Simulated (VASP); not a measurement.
# TiO2 (P4_2/mnm) in VASP: notebook

The runs below take TiO2 through electric field gradients, with LDA.

Everything below comes from runs of VASP 6.6.1. Logs are shortened: lines on timing, memory, paths and dates and some standing lists are left out, and cuts for length are marked.

## (1) The cell of the first run

Symmetry: P4_2/mnm, No. 136, tetragonal system. Conventional cell: a = 4.500 Å, b = 4.500 Å, c = 2.899 Å, α = 90.00°, β = 90.00°, γ = 90.00°. Ti (site symmetry mmm) has 6 O at 1.90 to 1.95 Å within 2.5 Å. O (site symmetry m2m) has 3 Ti at 1.90 to 1.95 Å and 1 O at 2.47 Å within 2.5 Å.

## (2) Electric field gradients, LDA (9.78 Å³/atom)

Contents of INCAR:

```
PREC = Accurate
ENCUT = 520
EDIFF = 1E-8
ISMEAR = -1
SIGMA = 0.05
LREAL = False
LASPH = True
NELM = 60
ALGO = Normal
ISIF = 2
LWAVE = False
LCHARG = False
LEFG = True
NBANDS = 33
```

Contents of KPOINTS:

```
regular mesh
0
Gamma
  7 7 10
```

Contents of POSCAR:

```
TiO2
1.0
    4.5002185834      0.0000000000      0.0000000000
    0.0000000000      4.5002185834      0.0000000000
    0.0000000000      0.0000000000      2.8985952957
Ti O
2 4
Direct
    0.0000000000      0.0000000000      0.0000000000
    0.5000000000      0.5000000000      0.5000000000
    0.3060000000      0.3060000000      0.0000000000
    0.1940000000      0.8060000000      0.5000000000
    0.6940000000      0.6940000000      0.0000000000
    0.8060000000      0.1940000000      0.5000000000
```

Potentials or basis: VASP PAW LDA potentials, release 64 (Ti_sv, O).

The run is started by

```sh
cat potpaw_LDA.64/Ti_sv/POTCAR potpaw_LDA.64/O/POTCAR > POTCAR
mpirun -np 1 vasp_std > vasp.out
```

OUTCAR:

```text
PREC = Accurate
   ENCUT = 520
   EDIFF = 1E-8
   ISMEAR = -1
   LREAL = False
   LASPH = True
   NELM = 60
   ISIF = 2

 ion  position               nearest neighbor table
   1  0.000  0.000  0.000-   4 1.90   6 1.90   4 1.90   6 1.90   5 1.95   3 1.95
   2  0.500  0.500  0.500-   3 1.90   5 1.90   3 1.90   5 1.90   4 1.95   6 1.95
   3  0.306  0.306  0.000-   2 1.90   2 1.90   1 1.95
   4  0.194  0.806  0.500-   1 1.90   1 1.90   2 1.95
   5  0.694  0.694  0.000-   2 1.90   2 1.90   1 1.95
   6  0.806  0.194  0.500-   1 1.90   1 1.90   2 1.95

  LATTYP: Found a simple tetragonal cell.
 ALAT       =     4.5002185834
 C/A-ratio  =     0.6441010013

  Lattice vectors:

 A1 = (   4.5002185834,   0.0000000000,   0.0000000000)
 A2 = (   0.0000000000,   4.5002185834,   0.0000000000)
 A3 = (   0.0000000000,   0.0000000000,   2.8985952957)

Analysis of symmetry for initial positions (statically):
=====================================================================
 Subroutine PRICEL returns:
 Original cell was already a primitive cell.

 Routine SETGRP: Setting up the symmetry group for a
 simple tetragonal supercell.

 Subroutine GETGRP returns: Found 16 space group operations
 (whereof  8 operations were pure point group operations)
 out of a pool of 16 trial point group operations.

The static configuration has the point symmetry D_2h.
 The point group associated with its full space group is D_4h.

Analysis of symmetry for dynamics (positions and initial velocities):
=====================================================================
 Subroutine PRICEL returns:
 Original cell was already a primitive cell.

 Routine SETGRP: Setting up the symmetry group for a
 simple tetragonal supercell.

 Subroutine GETGRP returns: Found 16 space group operations
 (whereof  8 operations were pure point group operations)
 out of a pool of 16 trial point group operations.

The dynamic configuration has the point symmetry D_2h.
 The point group associated with its full space group is D_4h.

 Subroutine INISYM returns: Found 16 space group operations
 (whereof  8 operations are pure point group operations),
 and found     1 'primitive' translations

----------------------------------------------------------------------------------------

                                     Primitive cell

  volume of cell :      58.7023

  direct lattice vectors                    reciprocal lattice vectors
     4.500218583  0.000000000  0.000000000     0.222211429  0.000000000  0.000000000
     0.000000000  4.500218583  0.000000000     0.000000000  0.222211429  0.000000000
     0.000000000  0.000000000  2.898595296     0.000000000  0.000000000  0.344994695

  length of vectors
     4.500218583  4.500218583  2.898595296     0.222211429  0.222211429  0.344994695

  position of ions in fractional coordinates (direct lattice)
     0.000000000  0.000000000  0.000000000
     0.500000000  0.500000000  0.500000000
     0.306000000  0.306000000  0.000000000
     0.194000000  0.806000000  0.500000000
     0.694000000  0.694000000  0.000000000
     0.806000000  0.194000000  0.500000000

  ion indices of the primitive-cell ions
   primitive index   ion index
                 1           1
                 2           2
                 3           3
                 4           4
                 5           5
                 6           6

----------------------------------------------------------------------------------------

 KPOINTS: regular mesh

Automatic generation of k-mesh.
 Grid dimensions read from file:
 generate k-points for:    7    7   10

 Generating k-lattice:

  Cartesian coordinates                     Fractional coordinates (reciprocal lattice)
     0.031744490  0.000000000  0.000000000     0.142857143  0.000000000  0.000000000
     0.000000000  0.031744490  0.000000000     0.000000000  0.142857143  0.000000000
[... 56 lines left out ...]
   ENCUT  =  520.0 eV  38.22 Ry    6.18 a.u.   8.37  8.37  5.39*2*pi/ulx,y,z
   NELM   =     60;   NELMIN=  2; NELMDL= -5     # of ELM steps
   EDIFF  = 0.1E-07   stopping-criterion for ELM
   LREAL  =      F    real-space projection
   EDIFFG = 0.1E-06   stopping-criterion for IOM
   NSW    =      0    number of steps for IOM
   IBRION =     -1    ionic relax: 0-MD 1-quasi-New 2-CG
   NFREE  =      0    steps in history (QN), initial steepest desc. (CG)
   ISIF   =      2    stress and relaxation
   ISYM   =      2    0-nonsym 1-usesym 2-fastsym
   POTIM  = 0.5000    time-step for ionic-motion
   TEBEG  =    0.0;   TEEND  =   0.0 temperature during run
   PSTRESS=    0.0 pullay stress
   NELECT =      48.0000    total number of electrons
   NUPDOWN=      -1.0000    fix difference up-down
   EMIN   =  10.00;   EMAX   =-10.00  energy-range for DOS
   EFERMI =   0.00;   METHOD = LEGACY
   ISMEAR =    -1;   SIGMA  =   0.05  broadening in eV -4-tet -1-fermi 0-gaus
   EFERMI_NEDOS =   21; number of points for ismear=-14 and -15
   IALGO  =     38    algorithm
   IMIX   =      4    mixing-type and parameters
     AMIX     =   0.40;   BMIX     =  1.00
     AMIX_MAG =   1.60;   BMIX_MAG =  1.00
  volume/ion in A,a.u.               =       9.78        66.02
  Fermi-wavevector in a.u.,A,eV,Ry     =   1.530865  2.892916 31.885914  2.343549
  Thomas-Fermi vector in A             =   2.638289
   LORBIT       =      0    0 simple, 1 ext, 2 COOP (PROOUT), +10 PAW based schemes
   GGA     = CA    functional components
   LHFCALC =     F    Hartree Fock is set to
   AEXX    =    0.0000 exact exchange contribution
   IVDW    =     0    specifies the selected vdW correction
   LEPSILON=     F    determine dielectric tensor
   LRPA    =     F    only Hartree local field effects (RPA)
 non-spin polarized calculation
  energy-cutoff  :      520.00
  volume of cell :       58.70
 maximum number of plane-waves:      1596
 NGX is ok and might be reduce to    36
   NGX = 17   NGY = 17   NGZ = 11

 number of electron      47.9999991 magnetization

 Free energy of the ion-electron system (eV)
  ---------------------------------------------------
  ext. energy  EPLUGINS =         0.00000000
  ---------------------------------------------------
  free energy    TOTEN  =       -58.70705100 eV

  energy without entropy =      -58.70705100  energy(sigma->0) =      -58.70705100

 E-fermi :   6.1250     XC(G=0): -12.3163

 val. band max:        5.1887030936   @ k =   0.0000   0.0000   0.0000
 cond. band min:       7.1613149959   @ k =   0.0000   0.0000   0.0000
 fundamental gap:      1.9726119023
 Fermi energy:         6.1250487775

 k-point     1 :       0.0000    0.0000    0.0000
  band No.  band energies     occupation
      1     -50.7530      2.00000
      2     -50.7272      2.00000
      3     -27.5345      2.00000
      4     -27.5345      2.00000
      5     -27.3100      2.00000
      6     -27.3100      2.00000
[... 853 lines left out ...]
     32      11.1465      0.00000
     33      12.0796      0.00000

 [... further k-points ...]

------------------------ aborting loop because EDIFF is reached ----------------------------------------

  FORCE on cell =-STRESS in cart. coord.  units (eV):
  Direction    XX          YY          ZZ          XY          YZ          ZX
  --------------------------------------------------------------------------------------
  -------------------------------------------------------------------------------------
  Total        3.3192282      3.3192282      4.0170342     -0.0000000      0.0000000      0.0000000
  in kB       90.5926359     90.5926359    109.6380513     -0.0000000      0.0000000      0.0000000
  external PRESSURE =      96.9411077 kB  Pullay stress =       0.0000000 kB

 VOLUME and BASIS-vectors are now :
 -----------------------------------------------------------------------------
  energy-cutoff  :      520.00
  volume of cell :       58.70
      direct lattice vectors                 reciprocal lattice vectors
     4.500218583  0.000000000  0.000000000     0.222211429  0.000000000  0.000000000
     0.000000000  4.500218583  0.000000000     0.000000000  0.222211429  0.000000000
     0.000000000  0.000000000  2.898595296     0.000000000  0.000000000  0.344994695

 POSITION                                       TOTAL-FORCE (eV/Angst)
 -----------------------------------------------------------------------------------
      0.00000      0.00000      0.00000         0.000000      0.000000      0.000000
      2.25011      2.25011      1.44930         0.000000      0.000000      0.000000
      1.37707      1.37707      0.00000        -0.352674     -0.352674      0.000000
      0.87304      3.62718      1.44930         0.352674     -0.352674      0.000000
      3.12315      3.12315      0.00000         0.352674      0.352674     -0.000000
      3.62718      0.87304      1.44930        -0.352674      0.352674     -0.000000
 -----------------------------------------------------------------------------------
    total drift:                               -0.000000      0.000000      0.000000

  FREE ENERGIE OF THE ION-ELECTRON SYSTEM (eV)
  ---------------------------------------------------
  free  energy   TOTEN  =       -58.7070510028 eV

  energy  without entropy=      -58.7070510026  energy(sigma->0) =      -58.70705100

 Electric field gradients (V/A^2)
---------------------------------------------------------------------
 ion       V_xx      V_yy      V_zz      V_xy      V_xz      V_yz
---------------------------------------------------------------------
   1      13.940    13.940   -27.880     8.491     0.000     0.000
   2      13.940    13.940   -27.880    -8.491     0.000    -0.000
   3       2.039     2.039    -4.078    14.562     0.000     0.000
   4       2.039     2.039    -4.078   -14.562    -0.000     0.000
   5       2.039     2.039    -4.078    14.562    -0.000     0.000
   6       2.039     2.039    -4.078   -14.562     0.000     0.000
---------------------------------------------------------------------

 Electric field gradients after diagonalization (V/A^2)
 (convention: |V_zz| > |V_xx| > |V_yy|)
----------------------------------------------------------------------
 ion       V_xx      V_yy      V_zz     asymmetry (V_yy - V_xx)/ V_zz
----------------------------------------------------------------------
   1      22.431     5.449   -27.880       0.609
   2      22.431     5.449   -27.880       0.609
   3     -12.523    -4.078    16.601       0.509
   4     -12.523    -4.078    16.601       0.509
   5     -12.523    -4.078    16.601       0.509
   6     -12.523    -4.078    16.601       0.509
----------------------------------------------------------------------

           NMR quadrupolar parameters

 Cq : quadrupolar parameter    Cq=e*Q*V_zz/h
 eta: asymmetry parameters     (V_yy - V_xx)/ V_zz
 Q  : nuclear electric quadrupole moment in mb (millibarn)
----------------------------------------------------------------------
 ion       Cq(MHz)       eta       Q (mb)
----------------------------------------------------------------------
   1      -0.067       0.609       1.000
   2      -0.067       0.609       1.000
   3       0.040       0.509       1.000
   4       0.040       0.509       1.000
   5       0.040       0.509       1.000
   6       0.040       0.509       1.000
----------------------------------------------------------------------
```

Wall time 2 min (1 thread of Intel Xeon 8259CL, shared host); peak memory 0.21 GiB.

Results:

```yaml
Free_energy: -58.7071 eV
Pressure: 9.7 GPa
Largest_force: 0.499 eV/Å
Band_gap_on_the_k_mesh: 1.97 eV
Largest_electric_field_gradient_by_atom: Ti -27.9; O +16.6 V/Å²
```

Forces on the atoms (eV/Å):
```
Ti   0.000  0.000  0.000
Ti   0.000  0.000  0.000
O   -0.353 -0.353  0.000
O    0.353 -0.353  0.000
O    0.353  0.353  0.000
O   -0.353  0.353  0.000
```

Levels at points of the mesh, in eV from the valence-band top:
```
           k point  band 22  band 23  band 24  band 25  band 26  band 27
(0.00, 0.00, 0.00)    -0.43    -0.43     0.00     1.97     2.34     2.57
(0.00, 0.00, 0.50)    -2.64    -1.46    -1.46     3.17     3.17     3.40
```

Electric field gradients, principal values (V/Å²):
```tsv
atom	least	middle	greatest (by size)
1 Ti	5.449	22.431	-27.880
2 Ti	5.449	22.431	-27.880
3 O	-4.078	-12.523	16.601
4 O	-4.078	-12.523	16.601
5 O	-4.078	-12.523	16.601
6 O	-4.078	-12.523	16.601
```

Caveat: the cell stands under pressure; without QUAD_EFG the Cq values of the log hold for a quadrupole moment of 1 mb, not for the nuclei; an odd mesh through Γ misses points on the zone boundary, where band edges can lie.

## (3) Electric field gradients, LDA (9.78 Å³/atom)

Contents of INCAR:

```
ALGO = Normal
EDIFF = 1E-8
ENCUT = 520
GGA = CA
ISIF = 2
ISMEAR = -1
LASPH = T
LCHARG = F
LEFG = T
LREAL = F
LWAVE = F
NBANDS = 33
NELM = 60
PREC = Accurate
SIGMA = 0.05
```

Contents of KPOINTS:

```
k-points
0
Gamma
  7 7 10
```

POSCAR is that of step 2.

Potentials or basis: VASP PAW LDA potentials, release 64 (Ti_sv, O).

The run is started by

```sh
cat potpaw_LDA.64/Ti_sv/POTCAR potpaw_LDA.64/O/POTCAR > POTCAR
mpirun -np 1 vasp_std > vasp.out
```

OUTCAR:

```text
EDIFF = 1E-8
   ENCUT = 520
   GGA = CA
   ISIF = 2
   ISMEAR = -1
   LASPH = T
   LREAL = F
   NELM = 60
   PREC = Accurate

 ion  position               nearest neighbor table
   1  0.000  0.000  0.000-   4 1.90   6 1.90   4 1.90   6 1.90   5 1.95   3 1.95
   2  0.500  0.500  0.500-   3 1.90   5 1.90   3 1.90   5 1.90   4 1.95   6 1.95
   3  0.306  0.306  0.000-   2 1.90   2 1.90   1 1.95
   4  0.194  0.806  0.500-   1 1.90   1 1.90   2 1.95
   5  0.694  0.694  0.000-   2 1.90   2 1.90   1 1.95
   6  0.806  0.194  0.500-   1 1.90   1 1.90   2 1.95

  LATTYP: Found a simple tetragonal cell.
 ALAT       =     4.5002185834
 C/A-ratio  =     0.6441010013

  Lattice vectors:

 A1 = (   4.5002185834,   0.0000000000,   0.0000000000)
 A2 = (   0.0000000000,   4.5002185834,   0.0000000000)
 A3 = (   0.0000000000,   0.0000000000,   2.8985952957)

Analysis of symmetry for initial positions (statically):
[... 1082 lines left out ...]
      3.62718      0.87304      1.44930        -0.352674      0.352674     -0.000000
 -----------------------------------------------------------------------------------
    total drift:                               -0.000000      0.000000      0.000000

  FREE ENERGIE OF THE ION-ELECTRON SYSTEM (eV)
  ---------------------------------------------------
  free  energy   TOTEN  =       -58.7070510028 eV

  energy  without entropy=      -58.7070510026  energy(sigma->0) =      -58.70705100

 Electric field gradients (V/A^2)
---------------------------------------------------------------------
 ion       V_xx      V_yy      V_zz      V_xy      V_xz      V_yz
---------------------------------------------------------------------
   1      13.940    13.940   -27.880     8.491     0.000     0.000
   2      13.940    13.940   -27.880    -8.491     0.000    -0.000
   3       2.039     2.039    -4.078    14.562     0.000     0.000
   4       2.039     2.039    -4.078   -14.562    -0.000     0.000
   5       2.039     2.039    -4.078    14.562    -0.000     0.000
   6       2.039     2.039    -4.078   -14.562     0.000     0.000
---------------------------------------------------------------------

 Electric field gradients after diagonalization (V/A^2)
 (convention: |V_zz| > |V_xx| > |V_yy|)
----------------------------------------------------------------------
 ion       V_xx      V_yy      V_zz     asymmetry (V_yy - V_xx)/ V_zz
----------------------------------------------------------------------
   1      22.431     5.449   -27.880       0.609
   2      22.431     5.449   -27.880       0.609
   3     -12.523    -4.078    16.601       0.509
   4     -12.523    -4.078    16.601       0.509
   5     -12.523    -4.078    16.601       0.509
   6     -12.523    -4.078    16.601       0.509
----------------------------------------------------------------------

           NMR quadrupolar parameters

 Cq : quadrupolar parameter    Cq=e*Q*V_zz/h
 eta: asymmetry parameters     (V_yy - V_xx)/ V_zz
 Q  : nuclear electric quadrupole moment in mb (millibarn)
----------------------------------------------------------------------
 ion       Cq(MHz)       eta       Q (mb)
----------------------------------------------------------------------
   1      -0.067       0.609       1.000
   2      -0.067       0.609       1.000
   3       0.040       0.509       1.000
   4       0.040       0.509       1.000
   5       0.040       0.509       1.000
   6       0.040       0.509       1.000
----------------------------------------------------------------------
```

OSZICAR:

```text
N       E                     dE             d eps       ncg     rms          rms(c)
DAV:   1     0.656945958348E+03    0.65695E+03   -0.24227E+04  3960   0.173E+03
DAV:   2     0.198694083166E+02   -0.63708E+03   -0.58970E+03  4312   0.523E+02
DAV:   3    -0.703007662173E+02   -0.90170E+02   -0.88085E+02  5335   0.189E+02
DAV:   4    -0.750803380384E+02   -0.47796E+01   -0.47678E+01  5745   0.408E+01
DAV:   5    -0.752421603810E+02   -0.16182E+00   -0.16180E+00  5248   0.635E+00    0.333E+01
DAV:   6    -0.590451721364E+02    0.16197E+02   -0.69763E+01  5226   0.900E+01    0.107E+01
DAV:   7    -0.589670466474E+02    0.78125E-01   -0.12191E+01  4958   0.315E+01    0.100E+01
DAV:   8    -0.587328442657E+02    0.23420E+00   -0.59051E-01  4960   0.805E+00    0.555E+00
DAV:   9    -0.587472479439E+02   -0.14404E-01   -0.49471E-01  5415   0.696E+00    0.210E+00
DAV:  10    -0.587133234903E+02    0.33924E-01   -0.17691E-01  5012   0.533E+00    0.752E-01
DAV:  11    -0.587070976101E+02    0.62259E-02   -0.22504E-02  5359   0.984E-01    0.764E-02
DAV:  12    -0.587071667896E+02   -0.69179E-04   -0.78919E-04  4750   0.196E-01    0.121E-01
DAV:  13    -0.587070783232E+02    0.88466E-04   -0.47342E-04  4983   0.293E-01    0.462E-02
DAV:  14    -0.587070517149E+02    0.26608E-04   -0.14052E-04  5364   0.937E-02    0.858E-03
DAV:  15    -0.587070511131E+02    0.60179E-06   -0.12521E-05  5051   0.316E-02    0.809E-03
DAV:  16    -0.587070510130E+02    0.10015E-06   -0.76540E-07  5108   0.101E-02    0.891E-04
DAV:  17    -0.587070510001E+02    0.12936E-07   -0.16245E-07  5224   0.282E-03    0.546E-04
DAV:  18    -0.587070510028E+02   -0.27294E-08   -0.13255E-08  3488   0.167E-03
   1 F= -.58707051E+02 E0= -.58707051E+02  d E =-.172301E-09
```

stdout:

```text
POSCAR found type information on POSCAR TiO
 POSCAR found :  2 types and       6 ions
 scaLAPACK will be used
 LDA part: xc-table for (Slater(with rela. corr.)+CA(PZ))
 , standard interpolation
 POSCAR, INCAR and KPOINTS ok, starting setup
 FFT: planning ... GRIDC
 FFT: planning ... GRID_SOFT
 FFT: planning ... GRID
 WAVECAR not read
 entering main loop
ion   1

ion   2

ion   3

ion   4

ion   5

ion   6
```

It took 2 min on 1 thread of Intel Xeon 8259CL, shared host; peak memory 0.22 GiB.

Results:

```yaml
Free_energy: -58.7071 eV
Pressure: 9.7 GPa
Largest_force: 0.499 eV/Å
Band_gap_on_the_k_mesh: 1.97 eV
Largest_electric_field_gradient_by_atom: Ti -27.9; O +16.6 V/Å²
```

Forces in eV/Å, atoms in the order of the input:
```
Ti   0.000  0.000  0.000
Ti   0.000  0.000  0.000
O   -0.353 -0.353  0.000
O    0.353 -0.353  0.000
O    0.353  0.353  0.000
O   -0.353  0.353  0.000
```

Stress tensor (GPa, compression positive):
```
 9.06  0.00  0.00
 0.00  9.06  0.00
 0.00  0.00 10.96
```

Levels at points of the mesh, in eV from the valence-band top:
| k point | band 22 | band 23 | band 24 | band 25 | band 26 | band 27 |
| --- | --- | --- | --- | --- | --- | --- |
| (0.00, 0.00, 0.00) | -0.43 | -0.43 | 0.00 | 1.97 | 2.34 | 2.57 |
| (0.00, 0.00, 0.50) | -2.64 | -1.46 | -1.46 | 3.17 | 3.17 | 3.40 |

Electric field gradients, principal values (V/Å²):
```tsv
atom	least	middle	greatest (by size)
1 Ti	5.449	22.431	-27.880
2 Ti	5.449	22.431	-27.880
3 O	-4.078	-12.523	16.601
4 O	-4.078	-12.523	16.601
5 O	-4.078	-12.523	16.601
6 O	-4.078	-12.523	16.601
```

Caveat: the cell stands under pressure; without QUAD_EFG the Cq values of the log hold for a quadrupole moment of 1 mb, not for the nuclei; an odd mesh through Γ misses points on the zone boundary, where band edges can lie.

(Continued in part 2 of 3.)
